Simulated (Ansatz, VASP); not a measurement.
NaCl: VASP beside Ansatz

File POSCAR:

```
NaCl
1.0
    3.4595458397      0.0000000000      0.0000000000
    0.0000000000      3.4595458397      0.0000000000
    0.0000000000      0.0000000000      3.4595458397
Na Cl
1 1
Direct
    0.0000000000      0.0000000000      0.0000000000
    0.5000000000      0.5000000000      0.5000000000
```

The input INCAR.step1:

```
SYSTEM = NaCl
ALGO = Normal
EDIFF = 1E-4
ENCUT = 520
GGA = PE
ISMEAR = -1
LASPH = .True.
LCHARG = .False.
LREAL = .False.
LWAVE = .True.
NBANDS = 14
NELM = 100
PREC = Accurate
SIGMA = 0.05
```

The input INCAR.step2:

```
SYSTEM = NaCl
ALGO = Normal
EDIFF = 1E-6
ENCUT = 520
ISIF = 2
ISMEAR = -1
ISTART = 1
LASPH = .True.
LCHARG = .False.
LMIXTAU = .True.
LREAL = .False.
LWAVE = .False.
METAGGA = R2SCAN
NBANDS = 14
NELM = 100
PREC = Accurate
SIGMA = 0.05
```

The input KPOINTS:

```
k-points
0
Gamma
  6 6 6
  0 0 0
```

Input for Ansatz:

```yaml
crystal:
  lattice:
    - [3.4595458397, 0.0, 0.0]
    - [0.0, 3.4595458397, 0.0]
    - [0.0, 0.0, 3.4595458397]
  atoms:
    - { symbol: Na, position: [0.0, 0.0, 0.0] }
    - { symbol: Cl, position: [0.5, 0.5, 0.5] }
kpoints:
  mp_grid: { grid: [6, 6, 6] }
hamiltonian:
  xc: r2scan
scf:
  occupations: { method: fermi_dirac, width: 0.05 }
  n_extra_bands: 4
output:
  forces: true
  stress: true
  eigenvalues: true
```

Alike in both runs: task single point; functional r2SCAN; k mesh 6 × 6 × 6; occupations fermi-dirac, width 0.05 eV; no spin polarisation.

|  | VASP | Ansatz |
| --- | --- | --- |
| version | VASP 6.6.1 | Ansatz 0.2.0 |
| potentials or method | VASP PAW PBE potentials, release 64 (Na_pv, Cl) | plane waves |
| plane-wave cutoff (eV) | 520 | 500 |
| valence electrons in the cell | 14 | 16 |

```tsv
	VASP	Ansatz	Ansatz less VASP
gap on the k mesh at the Fermi level (eV)	4.95	4.92	-0.034
pressure (GPa)	-0.3	0.0	+0.30
```

VASP's potentials were made for PBE, not for r2SCAN. The functional is the same, so the differences come from potentials, cutoffs and numerics. VASP's potentials hold 14 valence electrons a cell and Ansatz's 16, so a difference there can come from the potentials and not from the codes.
